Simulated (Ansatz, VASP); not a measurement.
# One calculation of NaScTe2, two programs

POSCAR

```
NaScTe2
1.0
    4.2840273071      0.0000000000      0.0000000000
    0.0000000000      4.2840273071      0.0000000000
    0.0000000000      0.0000000000      5.8782528707
Na Te Sc
1 2 1
Direct
    0.0000000000      0.0000000000      0.0000000000
    0.0000000000      0.0000000000      0.5000000000
    0.5000000000      0.5000000000      0.0000000000
    0.5000000000      0.5000000000      0.5000000000
```

File INCAR.step1:

```
SYSTEM = NaScTe2
ALGO = Normal
EDIFF = 1E-4
ENCUT = 520
GGA = PE
ISMEAR = -1
LASPH = .True.
LCHARG = .False.
LREAL = .False.
LWAVE = .True.
NBANDS = 23
NELM = 80
PREC = Accurate
SIGMA = 0.03
```

Contents of INCAR.step2:

```
SYSTEM = NaScTe2
ALGO = Normal
BPARAM = 11.95
CPARAM = 0.0093
EDIFF = 1E-6
ENCUT = 520
ISIF = 2
ISMEAR = -1
ISTART = 1
IVDW_NL = 2
LASPH = .True.
LCHARG = .False.
LMIXTAU = .True.
LREAL = .False.
LUSE_VDW = .True.
LWAVE = .False.
METAGGA = R2SCAN
NBANDS = 23
NELM = 80
PREC = Accurate
SIGMA = 0.03
```

The input KPOINTS:

```
k-points
0
Gamma
  6 6 6
  0 0 0
```

Input for Ansatz:

```yaml
crystal:
  lattice:
    - [4.2840273071, 0.0, 0.0]
    - [0.0, 4.2840273071, 0.0]
    - [0.0, 0.0, 5.8782528707]
  atoms:
    - { symbol: Na, position: [0.0, 0.0, 0.0] }
    - { symbol: Te, position: [0.0, 0.0, 0.5] }
    - { symbol: Sc, position: [0.5, 0.5, 0.5] }
    - { symbol: Te, position: [0.5, 0.5, 0.0] }
kpoints:
  mp_grid: { grid: [6, 6, 6] }
  band_path:
    path:
      - [0.0, 0.0, 0.0]
      - [0.0, 0.5, 0.0]
      - [0.5, 0.5, 0.0]
      - [0.0, 0.0, 0.5]
      - [0.0, 0.5, 0.5]
      - [0.5, 0.5, 0.5]
    npoints: 1
hamiltonian:
  xc: r2scan
  dispersion: rvv10
scf:
  occupations: { method: fermi_dirac, width: 0.03 }
  n_extra_bands: 5
output:
  forces: true
  stress: true
  eigenvalues: true
  write_density: true
  write_potential: true
  elf: true
  volumetric_format: npy
```

Alike in both runs: task single point; functional r2SCAN; dispersion rVV10; k mesh 6 × 6 × 6; occupations fermi-dirac, width 0.03 eV; no spin polarisation.

```csv
,VASP,Ansatz
version,VASP 6.6.1,Ansatz 0.2.0
potentials or method,"VASP PAW PBE potentials, release 64 (Na_pv, Te, Sc_sv)","plane waves, PAW"
plane-wave cutoff (eV),520,500
valence electrons in the cell,30,52
```

VASP gave:

```
pressure (GPa) : 0.2
```

Estimate Ansatz's values.

pressure (GPa): 0.0.

VASP's potentials were made for PBE, not for r2SCAN. VASP's potentials hold 30 valence electrons a cell and Ansatz's 52, so a difference there can come from the potentials and not from the codes.

Spin-orbit coupling is off throughout.
